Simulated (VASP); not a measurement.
Here is a VASP 6.6.1 calculation.

The input INCAR:

```
PREC = Accurate
ENCUT = 520
EDIFF = 1E-7
ISMEAR = -1
SIGMA = 0.05
LREAL = False
LASPH = True
NELM = 150
ALGO = Normal
ISIF = 2
LWAVE = False
LCHARG = False
MAGMOM = 0 0 0 0 0 0
LORBIT = 11
LSORBIT = True
GGA_COMPAT = False
LORBMOM = True
LMAXMIX = 4
GGA = PS
NBANDS = 34
```

KPOINTS

```
Automatic mesh
0
Gamma
  8 8 4
```

The input POSCAR:

```
Au
1.0
    2.9000000000      0.0000000000      0.0000000000
   -1.4500000000      2.5114736710      0.0000000000
    0.0000000000      0.0000000000      4.8800000000
Au
2
Direct
    0.6666666667      0.3333333333      0.2500000000
    0.3333333333      0.6666666667      0.7500000000
```

Potentials or basis: VASP PAW PBE potentials, release 64 (Au).

Launch:

```sh
$ cat potpaw_PBE.64/Au/POTCAR > POTCAR
$ mpirun -np 1 vasp_ncl > vasp.out
```

Task: Estimate the net moment.

Result: 0.00 μB per cell.

Task: Predict the pressure.

Result: -7.4 GPa.

Moments on the atoms (μB; x, y, z):
```
Au  0.00 0.00 0.00
Au  0.00 0.00 0.00
```

Caveat: the cell stands under tension; the PAW data sets were made with another functional, which shifts forces and pressure a little.
